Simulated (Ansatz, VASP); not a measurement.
Two plane-wave programs on TiAl3

```xyz
8
Lattice="1.9078 1.9078 -4.2770 1.9078 1.9078 4.2770 3.8155 -3.8155 0.0000" Properties=species:S:1:pos:R:3 pbc="T T T"
Ti    0.0000    0.0000    0.0000
Ti    3.8155    0.0000    0.0000
Al    1.9078    1.9078    0.0000
Al    1.9078   -1.9078    0.0000
Al    3.8155   -1.9078    2.1385
Al    1.9078    0.0000   -2.1385
Al    1.9078    0.0000    2.1385
Al    3.8155   -1.9078   -2.1385
```

Alike in both runs: task relaxation of cell and atoms; functional PBEsol; k mesh 8 × 8 × 8; occupations gaussian, width 0.1 eV; no spin polarisation.

|  | VASP | Ansatz |
| --- | --- | --- |
| version | VASP 6.6.1 | Ansatz 0.2.0 |
| potentials or method | VASP PAW PBE potentials, release 64 (Ti_sv, Al), cutoff 600 eV | scalar-relativistic, plane waves, PAW |
| valence electrons in the cell | 42 | 42 |

|  | VASP | Ansatz | Ansatz less VASP |
| --- | --- | --- | --- |
| gap on the k mesh at the Fermi level, each at its own relaxed structure (eV) | none | none | - |
| relaxed volume (Å³/atom) | 15.59 | 15.56 | -0.023 |
| relaxed length of the cell vector where the two differ most in proportion (Å) | 5.401 | 5.399 | -0.0028 |

VASP's potentials were made for PBE, not for PBEsol. A gap of «none» marks a metal or a gap that the smearing closes.
